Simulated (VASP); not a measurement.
Here is a VASP 6.6.1 calculation.

Contents of INCAR:

```
SYSTEM = GeCN2
PREC     = Accurate       ! precision mode
ENCUT    = 520            ! plane-wave cutoff, eV
EDIFF    = 1E-7           ! SCF threshold, eV
ISMEAR   = -1             ! smearing method
SIGMA    = 0.05           ! smearing width, eV
LREAL    = .FALSE.        ! projectors in reciprocal space
LASPH    = .TRUE.         ! aspherical terms in the spheres
NELM     = 60             ! most SCF steps
ALGO     = Normal         ! electronic algorithm
ISIF     = 2              ! what is computed and relaxed
LWAVE    = .FALSE.        ! write WAVECAR
LCHARG   = .TRUE.         ! write CHGCAR
GGA      = PE             ! functional
LELF     = .TRUE.         ! ELF
LVHAR    = .TRUE.       
NBANDS   = 22             ! bands
```

The input KPOINTS:

```
regular mesh
0
G
  9 9 9
  0 0 0
```

File POSCAR:

```
GeCN2
1.0
    1.7817511454      1.0286945034      4.8889229472
   -1.7817511454      1.0286945034      4.8889229472
    0.0000000000     -2.0573890068      4.8889229472
Ge N C
1 2 1
Direct
    0.0000000000      0.0000000000      0.0000000000
    0.5839044000      0.5839044000      0.5839044000
    0.4160956000      0.4160956000      0.4160956000
    0.5000000000      0.5000000000      0.5000000000
```

Potentials or basis: VASP PAW PBE potentials, release 64 (Ge_d, N, C).

Command:

```sh
$ cat potpaw_PBE.64/Ge_d/POTCAR potpaw_PBE.64/N/POTCAR potpaw_PBE.64/C/POTCAR > POTCAR
$ mpirun -np 1 vasp_std > vasp.out
```

Task: Estimate the largest force.

Result: 0.666 eV/Å.

Task: What does it give for the band gap on the k mesh?

Result: 1.07 eV, indirect (least direct gap 1.88 eV).

Forces on the atoms (eV/Å):
```
Ge   0.000  0.000  0.000
N    0.000  0.000  0.666
N    0.000  0.000 -0.666
C    0.000  0.000  0.000
```

A k mesh can miss the band edges.
